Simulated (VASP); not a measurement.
Zn, 1 atom in the cell. The structure is cubic, space group Im-3m (No. 229). Conventional cell: a = 3.117 Å, b = 3.117 Å, c = 3.117 Å, α = 90.00°, β = 90.00°, γ = 90.00°. Within 3.6 Å of Zn (site symmetry m-3m) lie 14 Zn at 2.70 to 3.12 Å.  This cell differs from its parent crystal: volume scaled by 0.98.

```yaml
Program: VASP 6.6.1
Task: single point
Functional: LDA
Potentials_or_basis: VASP PAW LDA potentials, release 64 (Zn)
Cutoff: 520 eV
k_mesh: 12 × 12 × 12
Occupations: fermi-dirac, width 0.05 eV
Spin: no spin polarisation
Dipole_correction: no
Further_INCAR_settings: ALGO = Normal; EDIFF = 1e-06; NBANDS = 12
```

Potentials or basis: VASP PAW LDA potentials, release 64 (Zn).

Command:

```console
$ cat potpaw_LDA.64/Zn/POTCAR > POTCAR
$ mpirun -np 1 vasp_std > vasp.out
```

Hardware: 1 thread of Intel Xeon 8259CL, on a shared host.

Problem. Estimate the wall time of this run.

Solution. It took 9.6 s on 1 thread of Intel Xeon 8259CL (shared host), peak memory 0.12 GiB. Counts: scf iterations 10, k points 72.
